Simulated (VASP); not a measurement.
## Ga2O3 (eos): single point with LDA

Ga2O3 (eos):

```
Ga O
1.0
     2.45293    1.41620    4.37990
    -2.45293    1.41620    4.37990
     0.00000   -2.83240    4.37990
Ga O
4 6
Direct
  0.85599 0.85599 0.85599
  0.64401 0.64401 0.64401
  0.14401 0.14401 0.14401
  0.35599 0.35599 0.35599
  0.05284 0.44716 0.75000
  0.75000 0.05284 0.44716
  0.44716 0.75000 0.05284
  0.94716 0.55284 0.25000
  0.25000 0.94716 0.55284
  0.55284 0.25000 0.94716
```

This cell differs from its parent crystal: volume scaled by 0.97, then relaxed in part.

```
Program             : VASP 6.6.1
Task                : single point
Functional          : LDA
Potentials or basis : VASP PAW LDA potentials, release 64 (Ga_d, O)
Cutoff              : 520 eV
k mesh              : 6 × 6 × 6
Occupations         : gaussian, width 0.02 eV
Spin                : no spin polarisation
```

```yaml
Pressure: 10.0 GPa
Largest_force: 0.037 eV/Å
Band_gap_on_the_k_mesh: 3.39 eV, indirect (least direct gap 3.69 eV)
```

Forces in eV/Å, atoms in the order of the input:
```
Ga   0.000  0.000 -0.025
Ga   0.000  0.000  0.025
Ga   0.000  0.000  0.025
Ga   0.000  0.000 -0.025
O   -0.037  0.000  0.000
O    0.018 -0.032  0.000
O    0.018  0.032  0.000
O    0.037  0.000  0.000
O   -0.018  0.032  0.000
O   -0.018 -0.032  0.000
```

Stress tensor (GPa, compression positive):
```
10.18  0.00  0.00
 0.00 10.18  0.00
 0.00  0.00  9.53
```

Levels at points of the mesh, in eV from the valence-band top:
```csv
k point,band 42,band 43,band 44,band 45,band 46,band 47
"(0.00, 0.00, 0.00)",-0.32,-0.30,-0.30,3.39,6.99,7.04
"(0.50, 0.00, 0.00)",-1.08,-0.16,-0.16,6.86,6.86,7.11
"(0.50, 0.50, 0.00)",-0.71,-0.24,-0.14,7.09,7.20,7.87
"(0.50, 0.50, 0.50)",-0.33,-0.33,-0.33,6.34,6.34,8.18
```

Wall time 4.9 min on 1 thread of AMD EPYC 7R43 64-Core Processor (Zen 3), with other jobs on the host, peak memory 0.25 GiB.

 A k mesh can miss the band edges.
